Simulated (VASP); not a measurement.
# MnO2 (P4_2/mnm) in VASP: notebook

The runs below take MnO2 through single point, with PBE.

Everything below comes from runs of VASP 6.6.1. Logs are shortened: lines on timing, memory, paths and dates and some standing lists are left out, and cuts for length are marked.

### Step 1. The cell of the first run

It takes space group P4_2/mnm (No. 136, tetragonal). The conventional cell has a = 4.398 Å, b = 4.398 Å, c = 2.873 Å, α = 90.00°, β = 90.00°, γ = 90.00°. Mn (site symmetry mmm) has 6 O at 1.88 to 1.90 Å within 2.5 Å. O (site symmetry m2m) has 3 Mn at 1.88 to 1.90 Å and 1 O at 2.42 Å within 2.5 Å.

### Step 2. Single point, PBE

File INCAR:

```
PREC     = Accurate       # precision mode
ENCUT    = 520            # plane-wave cutoff, eV
EDIFF    = 1E-6           # SCF threshold, eV
ISMEAR   = -1             # smearing method
SIGMA    = 0.02           # smearing width, eV
LREAL    = False          # projectors in reciprocal space
LASPH    = True           # aspherical terms in the spheres
NELM     = 60             # most SCF steps
ALGO     = Normal         # electronic algorithm
ISIF     = 2              # what is computed and relaxed
LWAVE    = False          # write WAVECAR
LCHARG   = False          # write CHGCAR
GGA      = PE             # functional
NBANDS   = 34             # bands
```

File KPOINTS:

```
Automatic mesh
0
Gamma
  5 5 7
```

File POSCAR:

```
MnO2
1.0
    4.3983000000      0.0000000000      0.0000000000
    0.0000000000      4.3983000000      0.0000000000
    0.0000000000      0.0000000000      2.8730000000
Mn O
2 4
Direct
    0.0000000000      0.0000000000      0.0000000000
    0.5000000000      0.5000000000      0.5000000000
    0.3051500000      0.3051500000      0.0000000000
    0.1948500000      0.8051500000      0.5000000000
    0.6948500000      0.6948500000      0.0000000000
    0.8051500000      0.1948500000      0.5000000000
```

Potentials or basis: VASP PAW PBE potentials, release 64 (Mn_pv, O).

Command:

```console
$ cat potpaw_PBE.64/Mn_pv/POTCAR potpaw_PBE.64/O/POTCAR > POTCAR
$ mpirun -np 1 vasp_std > vasp.out
```

OUTCAR:

```text
PREC = Accurate
   ENCUT = 520
   EDIFF = 1E-6
   ISMEAR = -1
   LREAL = False
   LASPH = True
   NELM = 60
   ISIF = 2
   GGA = PE

 ion  position               nearest neighbor table
   1  0.000  0.000  0.000-   4 1.88   6 1.88   4 1.88   6 1.88   5 1.90   3 1.90
   2  0.500  0.500  0.500-   3 1.88   5 1.88   3 1.88   5 1.88   4 1.90   6 1.90
   3  0.305  0.305  0.000-   2 1.88   2 1.88   1 1.90
   4  0.195  0.805  0.500-   1 1.88   1 1.88   2 1.90
   5  0.695  0.695  0.000-   2 1.88   2 1.88   1 1.90
   6  0.805  0.195  0.500-   1 1.88   1 1.88   2 1.90

  LATTYP: Found a simple tetragonal cell.
 ALAT       =     4.3983000000
 C/A-ratio  =     0.6532069209

  Lattice vectors:

 A1 = (   4.3983000000,   0.0000000000,   0.0000000000)
 A2 = (   0.0000000000,   4.3983000000,   0.0000000000)
 A3 = (   0.0000000000,   0.0000000000,   2.8730000000)

Analysis of symmetry for initial positions (statically):
=====================================================================
 Subroutine PRICEL returns:
 Original cell was already a primitive cell.

 Routine SETGRP: Setting up the symmetry group for a
 simple tetragonal supercell.

 Subroutine GETGRP returns: Found 16 space group operations
 (whereof  8 operations were pure point group operations)
 out of a pool of 16 trial point group operations.

The static configuration has the point symmetry D_2h.
 The point group associated with its full space group is D_4h.

Analysis of symmetry for dynamics (positions and initial velocities):
=====================================================================
 Subroutine PRICEL returns:
 Original cell was already a primitive cell.

 Routine SETGRP: Setting up the symmetry group for a
 simple tetragonal supercell.

 Subroutine GETGRP returns: Found 16 space group operations
 (whereof  8 operations were pure point group operations)
 out of a pool of 16 trial point group operations.

The dynamic configuration has the point symmetry D_2h.
 The point group associated with its full space group is D_4h.

 Subroutine INISYM returns: Found 16 space group operations
 (whereof  8 operations are pure point group operations),
 and found     1 'primitive' translations

----------------------------------------------------------------------------------------

                                     Primitive cell

  volume of cell :      55.5783

  direct lattice vectors                    reciprocal lattice vectors
     4.398300000  0.000000000  0.000000000     0.227360571  0.000000000  0.000000000
     0.000000000  4.398300000  0.000000000     0.000000000  0.227360571  0.000000000
     0.000000000  0.000000000  2.873000000     0.000000000  0.000000000  0.348068221

  length of vectors
     4.398300000  4.398300000  2.873000000     0.227360571  0.227360571  0.348068221

  position of ions in fractional coordinates (direct lattice)
     0.000000000  0.000000000  0.000000000
     0.500000000  0.500000000  0.500000000
     0.305150000  0.305150000  0.000000000
     0.194850000  0.805150000  0.500000000
     0.694850000  0.694850000  0.000000000
     0.805150000  0.194850000  0.500000000

  ion indices of the primitive-cell ions
   primitive index   ion index
                 1           1
                 2           2
                 3           3
                 4           4
                 5           5
                 6           6

----------------------------------------------------------------------------------------

 KPOINTS: Automatic mesh

Automatic generation of k-mesh.
 Grid dimensions read from file:
 generate k-points for:    5    5    7

 Generating k-lattice:

  Cartesian coordinates                     Fractional coordinates (reciprocal lattice)
     0.045472114  0.000000000  0.000000000     0.200000000  0.000000000  0.000000000
     0.000000000  0.045472114  0.000000000     0.000000000  0.200000000  0.000000000
     0.000000000  0.000000000  0.049724032     0.000000000  0.000000000  0.142857143

  Length of vectors
     0.045472114  0.045472114  0.049724032

  Shift w.r.t. Gamma in fractional coordinates (k-lattice)
     0.000000000  0.000000000  0.000000000

 Subroutine IBZKPT returns following result:
 ===========================================

 Found     24 irreducible k-points:

 Following reciprocal coordinates:
            Coordinates               Weight
  0.000000  0.000000  0.000000      1.000000
  0.200000  0.000000  0.000000      4.000000
  0.400000  0.000000  0.000000      4.000000
  0.200000  0.200000  0.000000      4.000000
  0.400000  0.200000  0.000000      8.000000
  0.400000  0.400000  0.000000      4.000000
[... 16 lines left out ...]
  0.400000  0.200000  0.428571     16.000000
  0.400000  0.400000  0.428571      8.000000
   k-points           NKPTS =     24   k-points in BZ     NKDIM =     24   number of bands    NBANDS=     34
   number of dos      NEDOS =    301   number of ions     NIONS =      6
   total plane-waves  NPLWV =  31104
   dimension x,y,z NGX =    36 NGY =   36 NGZ =   24
   dimension x,y,z NGXF=    72 NGYF=   72 NGZF=   48
   ions per type =               2   4
   NGX,Y,Z   is equivalent  to a cutoff of  13.61, 13.61, 13.89 a.u.
   NGXF,Y,Z  is equivalent  to a cutoff of  27.21, 27.21, 27.78 a.u.
 SYSTEM =  unknown system
   PREC   = accura    normal or accurate (medium, high low for compatibility)
   ISTART =      0    job   : 0-new  1-cont  2-samecut
   ICHARG =      2    charge: 1-file 2-atom 10-const
   ISPIN  =      1    spin polarized calculation?
   LNONCOLLINEAR =      F non collinear calculations
   LSORBIT =      F    spin-orbit coupling
   LASPH  =      T    aspherical Exc in radial PAW
   ENCUT  =  520.0 eV  38.22 Ry    6.18 a.u.   8.18  8.18  5.34*2*pi/ulx,y,z
   NELM   =     60;   NELMIN=  2; NELMDL= -5     # of ELM steps
   EDIFF  = 0.1E-05   stopping-criterion for ELM
   LREAL  =      F    real-space projection
   EDIFFG = 0.1E-04   stopping-criterion for IOM
   NSW    =      0    number of steps for IOM
   IBRION =     -1    ionic relax: 0-MD 1-quasi-New 2-CG
   NFREE  =      0    steps in history (QN), initial steepest desc. (CG)
   ISIF   =      2    stress and relaxation
   ISYM   =      2    0-nonsym 1-usesym 2-fastsym
   POTIM  = 0.5000    time-step for ionic-motion
   TEBEG  =    0.0;   TEEND  =   0.0 temperature during run
   PSTRESS=    0.0 pullay stress
   NELECT =      50.0000    total number of electrons
   NUPDOWN=      -1.0000    fix difference up-down
   EMIN   =  10.00;   EMAX   =-10.00  energy-range for DOS
   EFERMI =   0.00;   METHOD = LEGACY
   ISMEAR =    -1;   SIGMA  =   0.02  broadening in eV -4-tet -1-fermi 0-gaus
   EFERMI_NEDOS =   21; number of points for ismear=-14 and -15
   IALGO  =     38    algorithm
   IMIX   =      4    mixing-type and parameters
     AMIX     =   0.40;   BMIX     =  1.00
     AMIX_MAG =   1.60;   BMIX_MAG =  1.00
  volume/ion in A,a.u.               =       9.26        62.51
  Fermi-wavevector in a.u.,A,eV,Ry     =   1.580386  2.986496 33.982164  2.497619
  Thomas-Fermi vector in A             =   2.680621
   LORBIT       =      0    0 simple, 1 ext, 2 COOP (PROOUT), +10 PAW based schemes
   GGA     = PE    functional components
[... 5 lines left out ...]
 non-spin polarized calculation
  energy-cutoff  :      520.00
  volume of cell :       55.58
 maximum number of plane-waves:      1510
 NGX is ok and might be reduce to    36
   NGX = 17   NGY = 17   NGZ = 11

 number of electron      49.9999968 magnetization

 Free energy of the ion-electron system (eV)
  ---------------------------------------------------
  ext. energy  EPLUGINS =         0.00000000
  ---------------------------------------------------
  free energy    TOTEN  =       -46.40476128 eV

  energy without entropy =      -46.39027138  energy(sigma->0) =      -46.39751633

 E-fermi :   5.3499     XC(G=0): -12.0469

 val. band max:        5.3495730980   @ k =   0.4000   0.0000   0.0000
 cond. band min:       5.3525218454   @ k =   0.4000   0.2000   0.4286
 fundamental gap:      0.0029487474
 Fermi energy:         5.3499352530

 k-point     1 :       0.0000    0.0000    0.0000
  band No.  band energies     occupation
      1     -43.5616      2.00000
      2     -43.5616      2.00000
      3     -43.4135      2.00000
      4     -43.4135      2.00000
      5     -43.3215      2.00000
      6     -43.3125      2.00000
[... 26 lines left out ...]
     33      13.1655      0.00000
     34      16.6333      0.00000

 k-point     2 :       0.2000    0.0000    0.0000
  band No.  band energies     occupation
      1     -43.5612      2.00000
      2     -43.5612      2.00000
      3     -43.4142      2.00000
      4     -43.4141      2.00000
      5     -43.3206      2.00000
      6     -43.3134      2.00000
[... 26 lines left out ...]
     33      13.6878      0.00000
     34      16.5907      0.00000

 k-point     3 :       0.4000    0.0000    0.0000
  band No.  band energies     occupation
      1     -43.5604      2.00000
      2     -43.5604      2.00000
      3     -43.4151      2.00000
      4     -43.4151      2.00000
      5     -43.3184      2.00000
      6     -43.3156      2.00000
[... 26 lines left out ...]
     33      14.8769      0.00000
     34      16.0446      0.00000
[... 704 lines left out ...]
 k-point    23 :       0.4000    0.2000    0.4286
  band No.  band energies     occupation
      1     -43.5530      2.00000
      2     -43.5525      2.00000
      3     -43.4315      2.00000
      4     -43.4303      2.00000
      5     -43.3963      2.00000
      6     -43.3959      2.00000
[... 26 lines left out ...]
     33      17.1987      0.00000
     34      17.8701      0.00000

 k-point    24 :       0.4000    0.4000    0.4286
  band No.  band energies     occupation
      1     -43.5526      2.00000
      2     -43.5523      2.00000
      3     -43.4312      2.00000
      4     -43.4306      2.00000
      5     -43.3967      2.00000
      6     -43.3964      2.00000
[... 26 lines left out ...]
     33      17.0441      0.00000
     34      17.3726      0.00000

------------------------ aborting loop because EDIFF is reached ----------------------------------------

  FORCE on cell =-STRESS in cart. coord.  units (eV):
  Direction    XX          YY          ZZ          XY          YZ          ZX
  --------------------------------------------------------------------------------------
  -------------------------------------------------------------------------------------
  Total       -1.1366007     -1.1366007     -3.3697733     -0.0000000      0.0000000      0.0000000
  in kB      -32.7652271    -32.7652271    -97.1417544     -0.0000000      0.0000000      0.0000000
  external PRESSURE =     -54.2240695 kB  Pullay stress =       0.0000000 kB

 VOLUME and BASIS-vectors are now :
 -----------------------------------------------------------------------------
  energy-cutoff  :      520.00
  volume of cell :       55.58
      direct lattice vectors                 reciprocal lattice vectors
     4.398300000  0.000000000  0.000000000     0.227360571  0.000000000  0.000000000
     0.000000000  4.398300000  0.000000000     0.000000000  0.227360571  0.000000000
     0.000000000  0.000000000  2.873000000     0.000000000  0.000000000  0.348068221

 POSITION                                       TOTAL-FORCE (eV/Angst)
 -----------------------------------------------------------------------------------
      0.00000      0.00000      0.00000        -0.000000     -0.000000      0.000000
      2.19915      2.19915      1.43650        -0.000000     -0.000000      0.000000
      1.34214      1.34214      0.00000        -0.239554     -0.239554     -0.000000
      0.85701      3.54129      1.43650         0.239554     -0.239554     -0.000000
      3.05616      3.05616      0.00000         0.239554      0.239554      0.000000
      3.54129      0.85701      1.43650        -0.239554      0.239554      0.000000
 -----------------------------------------------------------------------------------
    total drift:                                0.000000      0.000000      0.000000

  FREE ENERGIE OF THE ION-ELECTRON SYSTEM (eV)
  ---------------------------------------------------
  free  energy   TOTEN  =       -46.4047612778 eV

  energy  without entropy=      -46.3902713806  energy(sigma->0) =      -46.39751633
```

Run time: 37 s. Hardware: 1 thread of Intel Xeon 6975P-C, shared host; peak memory 0.19 GiB.

Results:

| Quantity | Value |
| --- | --- |
| Free energy | -46.4048 eV |
| Pressure | -5.4 GPa |
| Largest force | 0.339 eV/Å |
| Band gap on the k mesh | zero (band 25 reaches 5.54 eV, above the bottom of band 26 at 4.80 eV) |

Forces on the atoms (eV/Å):
```
Mn   0.000  0.000  0.000
Mn   0.000  0.000  0.000
O   -0.240 -0.240  0.000
O    0.240 -0.240  0.000
O    0.240  0.240  0.000
O   -0.240  0.240  0.000
```

Caveat: the run has no spin polarisation, though such a crystal can be magnetic; semilocal functionals often make such compounds metallic where correlation or magnetic order opens a gap, which also shifts bond lengths.

### Step 3. Single point, PBE

File INCAR:

```
SYSTEM = MnO2
PREC     = Accurate       ! precision mode
ENCUT    = 520            ! plane-wave cutoff, eV
EDIFF    = 1E-7           ! SCF threshold, eV
ISMEAR   = -1             ! smearing method
SIGMA    = 0.01           ! smearing width, eV
LREAL    = .FALSE.        ! projectors in reciprocal space
LASPH    = .TRUE.         ! aspherical terms in the spheres
NELM     = 100            ! most SCF steps
ALGO     = Normal         ! electronic algorithm
ISIF     = 2              ! what is computed and relaxed
LWAVE    = .FALSE.        ! write WAVECAR
LCHARG   = .FALSE.        ! write CHGCAR
GGA      = PE             ! functional
NBANDS   = 34             ! bands
```

File KPOINTS:

```
Automatic mesh
0
G
  5 5 7
  0 0 0
```

POSCAR is that of step 2.

Potentials or basis: VASP PAW PBE potentials, release 64 (Mn_pv, O).

Command:

```console
$ cat potpaw_PBE.64/Mn_pv/POTCAR potpaw_PBE.64/O/POTCAR > POTCAR
$ mpirun -np 1 vasp_std > vasp.out
```

It took 39 s on 1 thread of Intel Xeon 6975P-C, shared host; peak memory 0.19 GiB.

Results (log left out):

```
Free energy            : -46.3990 eV
Pressure               : -5.4 GPa
Largest force          : 0.341 eV/Å
Band gap on the k mesh : zero (band 25 reaches 5.54 eV, above the bottom of band 26 at 4.79 eV)
```

Forces on the atoms (eV/Å):
```
Mn   0.000  0.000  0.000
Mn   0.000  0.000  0.000
O   -0.241 -0.241  0.000
O    0.241 -0.241  0.000
O    0.241  0.241  0.000
O   -0.241  0.241  0.000
```

Stress tensor (GPa, compression positive):
```
-3.11  0.00  0.00
 0.00 -3.11  0.00
 0.00  0.00 -9.95
```

Levels at points of the mesh, in eV from the Fermi level:
```
           k point  band 22  band 23  band 24  band 25  band 26  band 27  band 28  band 29
(0.00, 0.00, 0.00)    -1.17    -0.96    -0.63    -0.63    -0.55    -0.46     1.06     1.35
```

Caveat: the run has no spin polarisation, though such a crystal can be magnetic; semilocal functionals often make such compounds metallic where correlation or magnetic order opens a gap, which also shifts bond lengths.

### Step 4. Single point, PBE

File INCAR:

```
SYSTEM = MnO2
  ALGO = Normal
  EDIFF = 1E-6
  ENCUT = 520
  GGA = PE
  ISIF = 2
  ISMEAR = 0
  LASPH = .True.
  LCHARG = .True.
  LELF = .True.
  LREAL = .False.
  LVHAR = .True.
  LWAVE = .False.
  NBANDS = 34
  NELM = 80
  PREC = Accurate
  SIGMA = 0.3
```

File KPOINTS:

```
k-points
0
Gamma
  5 5 7
  0 0 0
```

POSCAR is that of step 3.

Command:

```console
$ cat potpaw_PBE.64/Mn_pv/POTCAR potpaw_PBE.64/O/POTCAR > POTCAR
$ mpirun -np 1 vasp_std > vasp.out
```

Run time: 35 s. Hardware: 1 thread of Intel Xeon 6975P-C, shared host; peak memory 0.19 GiB.

It converged, with:

```
Free energy            : -46.6001 eV
Pressure               : -4.7 GPa
Largest force          : 0.282 eV/Å
Band gap on the k mesh : zero (band 25 reaches 5.54 eV, above the bottom of band 26 at 4.79 eV)
```

Forces in eV/Å, atoms in the order of the input:
```
Mn   0.000  0.000  0.000
Mn   0.000  0.000  0.000
O   -0.199 -0.199  0.000
O    0.199 -0.199  0.000
O    0.199  0.199  0.000
O   -0.199  0.199  0.000
```

Stress tensor (GPa, compression positive):
```
-2.91  0.00  0.00
 0.00 -2.91  0.00
 0.00  0.00 -8.39
```

Levels at points of the mesh, in eV from the Fermi level:
```csv
k point,band 21,band 22,band 23,band 24,band 25,band 26,band 27,band 28,band 29,band 30
"(0.00, 0.00, 0.00)",-1.38,-1.21,-1.00,-0.68,-0.68,-0.60,-0.49,1.02,1.31,3.60
```

Caveat: the run has no spin polarisation, though such a crystal can be magnetic; semilocal functionals often make such compounds metallic where correlation or magnetic order opens a gap, which also shifts bond lengths. With open d or f shells a metallic result of PBE can be an artefact of self-interaction; +U or a hybrid may open a gap.

### Step 5. The runs side by side

| smearing | gap on the mesh (eV) | pressure (GPa) | largest force (eV/Å) |
| --- | --- | --- | --- |
| fermi-dirac 0.02 eV | none | -5.4 | 0.34 |
| fermi-dirac 0.01 eV | none | -5.4 | 0.34 |
| gaussian 0.3 eV | none | -4.7 | 0.28 |

Alike in all rows: task single point; level PBE; potentials or basis VASP PAW PBE potentials, release 64 (Mn_pv, O); no spin polarisation; cell as given; k mesh 5 × 5 × 7; cutoff (eV) 520.

Every run on the cell as given and a fine mesh finds a metal.

Caveats: the run has no spin polarisation, though such a crystal can be magnetic; semilocal functionals often make such compounds metallic where correlation or magnetic order opens a gap, which also shifts bond lengths.

Absolute energies hang on the potentials; compare differences alone.
